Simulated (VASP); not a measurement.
# TeWS4 (F-43m) in VASP: single point with PBE

Aim: the single point of TeWS4 with PBE.

All numbers are computed with VASP 6.6.1; they aren't measurements. Logs are shortened: lines on timing, memory, paths and dates and some standing lists are left out, and cuts for length are marked.

## Step 1: The cell of the first run

The structure is cubic, space group F-43m (No. 216). Conventional cell: a = 7.452 Å, b = 7.452 Å, c = 7.452 Å, α = 90.00°, β = 90.00°, γ = 90.00°. Within 4.1 Å of Te (site symmetry -43m) lie 12 S at 3.10 Å and 4 W at 3.23 Å. Within 4.1 Å of W (site symmetry -43m) lie 12 S at 3.08 Å and 4 Te at 3.23 Å. Within 3.4 Å of S (site symmetry 3m) lie 6 S at 2.55 to 2.72 Å and 3 W at 3.08 Å and 3 Te at 3.10 Å.

The cell was generated, and may not be a known phase.

## Step 2: Single point, PBE, collinear spin

File INCAR:

```
SYSTEM = TeWS4
PREC = Accurate
ENCUT = 520
EDIFF = 1E-6
ISMEAR = 0
SIGMA = 0.1
LREAL = .FALSE.
LASPH = .TRUE.
NELM = 150
ALGO = Normal
ISIF = 2
LWAVE = .FALSE.
LCHARG = .TRUE.
ISPIN = 2
MAGMOM = 0 0.93 0 0 0 0
LORBIT = 11
LMAXMIX = 4
GGA = PE
LELF = .TRUE.
LVHAR = .TRUE.
NBANDS = 35
```

File KPOINTS:

```
regular mesh
0
G
  10 10 10
  0 0 0
```

File POSCAR:

```
TeWS4
1.0
    0.0000000000      3.7259422813      3.7259422813
    3.7259422813      0.0000000000      3.7259422813
    3.7259422813      3.7259422813      0.0000000000
Te W S
1 1 4
Direct
    0.7500000000      0.7500000000      0.7500000000
    0.0000000000      0.0000000000      0.0000000000
    0.3709630207      0.3709630207      0.3709630207
    0.3709630207      0.8871109379      0.3709630207
    0.3709630207      0.3709630207      0.8871109379
    0.8871109379      0.3709630207      0.3709630207
```

Potentials or basis: VASP PAW PBE potentials, release 64 (Te, W_sv, S).

On the command line:

```bash
$ cat potpaw_PBE.64/Te/POTCAR potpaw_PBE.64/W_sv/POTCAR potpaw_PBE.64/S/POTCAR > POTCAR
$ mpirun -np 1 vasp_std > vasp.out
```

OUTCAR:

```text
SYSTEM = TeWS4
   PREC = Accurate
   ENCUT = 520
   EDIFF = 1E-6
   ISMEAR = 0
   LREAL = .FALSE.
   LASPH = .TRUE.
   NELM = 150
   ISIF = 2
   ISPIN = 2
   LORBIT = 11
   GGA = PE

 ion  position               nearest neighbor table
   1  0.750  0.750  0.750-   5 3.10   4 3.10   6 3.10   3 3.10   3 3.10   3 3.10   5 3.10   4 3.10
                             5 3.10   6 3.10   6 3.10   4 3.10   2 3.23   2 3.23   2 3.23   2 3.23
   2  0.000  0.000  0.000-   4 3.08   6 3.08   5 3.08   6 3.08   4 3.08   5 3.08   3 3.08   3 3.08
                             3 3.08   4 3.08   5 3.08   6 3.08   1 3.23   1 3.23   1 3.23   1 3.23
   3  0.371  0.371  0.371-   4 2.55   5 2.55   6 2.55   6 2.72   4 2.72   5 2.72   2 3.08   2 3.08
                             2 3.08   1 3.10   1 3.10   1 3.10
   4  0.371  0.887  0.371-   3 2.55   5 2.55   6 2.55   6 2.72   5 2.72   3 2.72   2 3.08   2 3.08
                             2 3.08   1 3.10   1 3.10   1 3.10
   5  0.371  0.371  0.887-   3 2.55   4 2.55   6 2.55   4 2.72   6 2.72   3 2.72   2 3.08   2 3.08
                             2 3.08   1 3.10   1 3.10   1 3.10
   6  0.887  0.371  0.371-   3 2.55   4 2.55   5 2.55   4 2.72   5 2.72   3 2.72   2 3.08   2 3.08
                             2 3.08   1 3.10   1 3.10   1 3.10

  LATTYP: Found a face centered cubic cell.
 ALAT       =     7.4518845626

  Lattice vectors:

 A1 = (   0.0000000000,   3.7259422813,   3.7259422813)
 A2 = (   3.7259422813,   0.0000000000,   3.7259422813)
 A3 = (   3.7259422813,   3.7259422813,   0.0000000000)

Analysis of symmetry for initial positions (statically):
=====================================================================
 Subroutine PRICEL returns:
 Original cell was already a primitive cell.

 Routine SETGRP: Setting up the symmetry group for a
 face centered cubic supercell.

 Subroutine GETGRP returns: Found 24 space group operations
 (whereof 24 operations were pure point group operations)
 out of a pool of 48 trial point group operations.

The static configuration has the point symmetry T_d .

Analysis of symmetry for dynamics (positions and initial velocities):
=====================================================================
 Subroutine PRICEL returns:
 Original cell was already a primitive cell.

 Routine SETGRP: Setting up the symmetry group for a
 face centered cubic supercell.

 Subroutine GETGRP returns: Found 24 space group operations
 (whereof 24 operations were pure point group operations)
 out of a pool of 48 trial point group operations.

The dynamic configuration has the point symmetry T_d .

Analysis of structural, dynamic, and magnetic symmetry:
=====================================================================
 Subroutine PRICEL returns:
 Original cell was already a primitive cell.

 Routine SETGRP: Setting up the symmetry group for a
 face centered cubic supercell.

 Subroutine GETGRP returns: Found 24 space group operations
 (whereof 24 operations were pure point group operations)
 out of a pool of 48 trial point group operations.

The overall configuration has the point symmetry T_d .

 Subroutine INISYM returns: Found 24 space group operations
 (whereof 24 operations are pure point group operations),
 and found     1 'primitive' translations

----------------------------------------------------------------------------------------

                                     Primitive cell

  volume of cell :     103.4519

  direct lattice vectors                    reciprocal lattice vectors
     0.000000000  3.725942281  3.725942281    -0.134194242  0.134194242  0.134194242
     3.725942281  0.000000000  3.725942281     0.134194242 -0.134194242  0.134194242
     3.725942281  3.725942281  0.000000000     0.134194242  0.134194242 -0.134194242

  length of vectors
     5.269278107  5.269278107  5.269278107     0.232431245  0.232431245  0.232431245

  position of ions in fractional coordinates (direct lattice)
     0.750000000  0.750000000  0.750000000
     0.000000000  0.000000000  0.000000000
     0.370963021  0.370963021  0.370963021
     0.370963021  0.887110938  0.370963021
     0.370963021  0.370963021  0.887110938
     0.887110938  0.370963021  0.370963021

  ion indices of the primitive-cell ions
   primitive index   ion index
                 1           1
                 2           2
                 3           3
                 4           4
                 5           5
                 6           6

----------------------------------------------------------------------------------------

 KPOINTS: regular mesh

Automatic generation of k-mesh.
 Grid dimensions read from file:
 generate k-points for:   10   10   10

 Generating k-lattice:

  Cartesian coordinates                     Fractional coordinates (reciprocal lattice)
    -0.013419424  0.013419424  0.013419424     0.100000000  0.000000000  0.000000000
     0.013419424 -0.013419424  0.013419424     0.000000000  0.100000000  0.000000000
     0.013419424  0.013419424 -0.013419424     0.000000000  0.000000000  0.100000000

  Length of vectors
     0.023243125  0.023243125  0.023243125

  Shift w.r.t. Gamma in fractional coordinates (k-lattice)
     0.000000000  0.000000000  0.000000000

 Subroutine IBZKPT returns following result:
 ===========================================

 Found     47 irreducible k-points:

 Following reciprocal coordinates:
            Coordinates               Weight
  0.000000  0.000000  0.000000      1.000000
  0.100000  0.000000  0.000000      8.000000
  0.200000  0.000000  0.000000      8.000000
  0.300000  0.000000  0.000000      8.000000
  0.400000  0.000000  0.000000      8.000000
  0.500000  0.000000  0.000000      4.000000
[... 16 lines left out ...]
  0.300000  0.300000  0.000000      6.000000
  0.400000  0.300000  0.000000     24.000000
 [... further k-points ...]
   k-points           NKPTS =     47   k-points in BZ     NKDIM =     47   number of bands    NBANDS=     35
   number of dos      NEDOS =    301   number of ions     NIONS =      6
   total plane-waves  NPLWV =  64000
   dimension x,y,z NGX =    40 NGY =   40 NGZ =   40
   dimension x,y,z NGXF=    80 NGYF=   80 NGZF=   80
   ions per type =               1   1   4
   NGX,Y,Z   is equivalent  to a cutoff of  12.62, 12.62, 12.62 a.u.
   NGXF,Y,Z  is equivalent  to a cutoff of  25.24, 25.24, 25.24 a.u.
 SYSTEM =  TeWS4
   PREC   = accura    normal or accurate (medium, high low for compatibility)
   ISTART =      0    job   : 0-new  1-cont  2-samecut
   ICHARG =      2    charge: 1-file 2-atom 10-const
   ISPIN  =      2    spin polarized calculation?
   LNONCOLLINEAR =      F non collinear calculations
   LSORBIT =      F    spin-orbit coupling
   LASPH  =      T    aspherical Exc in radial PAW
   ENCUT  =  520.0 eV  38.22 Ry    6.18 a.u.   9.80  9.80  9.80*2*pi/ulx,y,z
   NELM   =    150;   NELMIN=  2; NELMDL= -5     # of ELM steps
   EDIFF  = 0.1E-05   stopping-criterion for ELM
   LREAL  =      F    real-space projection
   EDIFFG = 0.1E-04   stopping-criterion for IOM
   NSW    =      0    number of steps for IOM
   IBRION =     -1    ionic relax: 0-MD 1-quasi-New 2-CG
   NFREE  =      0    steps in history (QN), initial steepest desc. (CG)
   ISIF   =      2    stress and relaxation
   ISYM   =      2    0-nonsym 1-usesym 2-fastsym
   POTIM  = 0.5000    time-step for ionic-motion
   TEBEG  =    0.0;   TEEND  =   0.0 temperature during run
   PSTRESS=    0.0 pullay stress
   NELECT =      44.0000    total number of electrons
   NUPDOWN=      -1.0000    fix difference up-down
   EMIN   =  10.00;   EMAX   =-10.00  energy-range for DOS
   EFERMI =   0.00;   METHOD = LEGACY
   ISMEAR =     0;   SIGMA  =   0.10  broadening in eV -4-tet -1-fermi 0-gaus
   EFERMI_NEDOS =   21; number of points for ismear=-14 and -15
   IALGO  =     38    algorithm
   IMIX   =      4    mixing-type and parameters
     AMIX     =   0.40;   BMIX     =  1.00
     AMIX_MAG =   1.60;   BMIX_MAG =  1.00
  volume/ion in A,a.u.               =      17.24       116.35
  Fermi-wavevector in a.u.,A,eV,Ry     =   1.231156  2.326547 20.622950  1.515744
  Thomas-Fermi vector in A             =   2.365976
   LORBIT       =     11    0 simple, 1 ext, 2 COOP (PROOUT), +10 PAW based schemes
   GGA     = PE    functional components
   LHFCALC =     F    Hartree Fock is set to
   AEXX    =    0.0000 exact exchange contribution
   IVDW    =     0    specifies the selected vdW correction
   LEPSILON=     F    determine dielectric tensor
   LRPA    =     F    only Hartree local field effects (RPA)
 spin polarized calculation
 Gauss-broadening in eV      SIGMA  =   0.10
  energy-cutoff  :      520.00
  volume of cell :      103.45
 maximum number of plane-waves:      2812
   NGX = 19   NGY = 19   NGZ = 19

 number of electron      43.9999999 magnetization       0.0004543

 number of electron      43.9999999 magnetization      -0.0021851

 Free energy of the ion-electron system (eV)
  ---------------------------------------------------
  ext. energy  EPLUGINS =         0.00000000
  ---------------------------------------------------
  free energy    TOTEN  =       -24.30082589 eV

  energy without entropy =      -24.27668452  energy(sigma->0) =      -24.28875521

 E-fermi :   9.3127     XC(G=0): -11.4926

 val. band max:        9.3086315339   @ k =   0.5000   0.4000   0.0000
 cond. band min:       9.3329385385   @ k =   0.5000   0.2000   0.1000
 fundamental gap:      0.0243070046
 Fermi energy:         9.3127263641

 spin component 1

 k-point     1 :       0.0000    0.0000    0.0000
  band No.  band energies     occupation
      1     -65.8283      1.00000
      2     -29.9268      1.00000
      3     -29.9268      1.00000
      4     -29.9268      1.00000
      5      -7.8823      1.00000
      6      -2.8739      1.00000
[... 26 lines left out ...]
     33      17.0071      0.00000
     34      17.3147      0.00000

 k-point     2 :       0.1000    0.0000    0.0000
  band No.  band energies     occupation
      1     -65.8283      1.00000
      2     -29.9269      1.00000
      3     -29.9268      1.00000
      4     -29.9268      1.00000
      5      -7.8221      1.00000
      6      -3.1745      1.00000
[... 806 lines left out ...]
 k-point    24 :       0.4000    0.3000    0.0000
  band No.  band energies     occupation
      1     -65.8283      1.00000
      2     -29.9276      1.00000
      3     -29.9271      1.00000
      4     -29.9271      1.00000
      5      -6.9449      1.00000
      6      -4.9178      1.00000
[... 26 lines left out ...]
     33      15.6449      0.00000
     34      17.5891      0.00000

 [... further k-points ...]

 spin component 2

 k-point     1 :       0.0000    0.0000    0.0000
  band No.  band energies     occupation
      1     -65.8295      1.00000
      2     -29.9284      1.00000
      3     -29.9284      1.00000
      4     -29.9284      1.00000
      5      -7.8822      1.00000
      6      -2.8738      1.00000
[... 26 lines left out ...]
     33      17.0068      0.00000
     34      17.3145      0.00000

 k-point     2 :       0.1000    0.0000    0.0000
  band No.  band energies     occupation
      1     -65.8295      1.00000
      2     -29.9285      1.00000
      3     -29.9284      1.00000
      4     -29.9284      1.00000
      5      -7.8220      1.00000
      6      -3.1744      1.00000
[... 806 lines left out ...]
 k-point    24 :       0.4000    0.3000    0.0000
  band No.  band energies     occupation
      1     -65.8295      1.00000
      2     -29.9291      1.00000
      3     -29.9287      1.00000
      4     -29.9286      1.00000
      5      -6.9448      1.00000
      6      -4.9177      1.00000
[... 26 lines left out ...]
     33      15.6445      0.00000
     34      17.5891      0.00000

 [... further k-points ...]

 [bands above 34 left out]

------------------------ aborting loop because EDIFF is reached ----------------------------------------

  FORCE on cell =-STRESS in cart. coord.  units (eV):
  Direction    XX          YY          ZZ          XY          YZ          ZX
  --------------------------------------------------------------------------------------
  -------------------------------------------------------------------------------------
  Total       -0.4439786     -0.4439786     -0.4439786      0.0000000     -0.0000000      0.0000000
  in kB       -6.8759752     -6.8759752     -6.8759752      0.0000000     -0.0000000      0.0000000
  external PRESSURE =      -6.8759752 kB  Pullay stress =       0.0000000 kB

 VOLUME and BASIS-vectors are now :
 -----------------------------------------------------------------------------
  energy-cutoff  :      520.00
  volume of cell :      103.45
      direct lattice vectors                 reciprocal lattice vectors
     0.000000000  3.725942281  3.725942281    -0.134194242  0.134194242  0.134194242
     3.725942281  0.000000000  3.725942281     0.134194242 -0.134194242  0.134194242
     3.725942281  3.725942281  0.000000000     0.134194242  0.134194242 -0.134194242

 POSITION                                       TOTAL-FORCE (eV/Angst)
 -----------------------------------------------------------------------------------
      5.58891      5.58891      5.58891         0.000000     -0.000000      0.000000
      0.00000      0.00000      0.00000         0.000000     -0.000000      0.000000
      2.76437      2.76437      2.76437        -0.003876     -0.003876     -0.003876
      4.68751      2.76437      4.68751         0.003876     -0.003876      0.003876
      4.68751      4.68751      2.76437         0.003876      0.003876     -0.003876
      2.76437      4.68751      4.68751        -0.003876      0.003876      0.003876
 -----------------------------------------------------------------------------------
    total drift:                                0.000000      0.000000      0.000000

  FREE ENERGIE OF THE ION-ELECTRON SYSTEM (eV)
  ---------------------------------------------------
  free  energy   TOTEN  =       -24.3008258912 eV

  energy  without entropy=      -24.2766845199  energy(sigma->0) =      -24.28875521

 total charge

# of ion       s       p       d       tot
------------------------------------------
    1        1.443   1.708   0.077   3.228
    2        2.250   6.064   3.181  11.496
    3        1.440   2.085   0.000   3.525
    4        1.440   2.085   0.000   3.525
    5        1.440   2.085   0.000   3.525
    6        1.440   2.085   0.000   3.525
--------------------------------------------------
tot          9.454  16.111   3.258  28.823

 magnetization (x)

# of ion       s       p       d       tot
------------------------------------------
    1       -0.000   0.000  -0.000   0.000
    2       -0.000  -0.000  -0.003  -0.003
    3       -0.000   0.000   0.000   0.000
    4       -0.000   0.000   0.000   0.000
    5       -0.000   0.000   0.000   0.000
    6       -0.000   0.000   0.000   0.000
--------------------------------------------------
tot         -0.000   0.001  -0.003  -0.002
```

Wall time 21 min (1 thread of Intel Xeon 8259CL, shared host); peak memory 0.43 GiB.

Results:

```yaml
Free_energy: -24.3008 eV
Pressure: -0.7 GPa
Largest_force: 0.007 eV/Å
Band_gap_on_the_k_mesh: zero (filled and empty bands overlap)
Net_moment: 0.00 μB per cell
Valence_electrons_inside_the_program's_atomic_spheres: Te 3.23; W 11.50; S 3.52
```

Forces on the atoms (eV/Å):
```
Te   0.000  0.000  0.000
W    0.000  0.000  0.000
S   -0.004 -0.004 -0.004
S    0.004 -0.004  0.004
S    0.004  0.004 -0.004
S   -0.004  0.004  0.004
```

Levels at points of the mesh, in eV from the Fermi level:
Spin up:
```csv
k point,band 18,band 19,band 20,band 21,band 22,band 23,band 24,band 25,band 26,band 27
"(0.00, 0.00, 0.00)",-2.51,-0.05,0.60,0.60,0.60,0.86,0.86,0.86,0.93,0.93
"(0.50, 0.00, 0.00)",-3.10,-1.03,-0.68,-0.68,-0.22,0.42,0.42,0.95,1.18,1.18
"(0.50, 0.50, 0.00)",-3.19,-2.83,-1.42,-1.39,-1.39,0.13,1.01,1.42,1.42,1.45
```
Spin down:
| k point | band 19 | band 20 | band 21 | band 22 | band 23 | band 24 | band 25 | band 26 |
| --- | --- | --- | --- | --- | --- | --- | --- | --- |
| (0.00, 0.00, 0.00) | -0.05 | 0.60 | 0.60 | 0.60 | 0.86 | 0.86 | 0.86 | 0.92 |
| (0.50, 0.00, 0.00) | -1.03 | -0.69 | -0.69 | -0.22 | 0.42 | 0.42 | 0.95 | 1.18 |
| (0.50, 0.50, 0.00) | -2.83 | -1.42 | -1.40 | -1.40 | 0.13 | 1.01 | 1.42 | 1.42 |

Caveat: spin-orbit coupling is left out, which moves the levels of the heavy elements.

The gap in the log of VASP goes by the Fermi energy; the results here count the filled bands.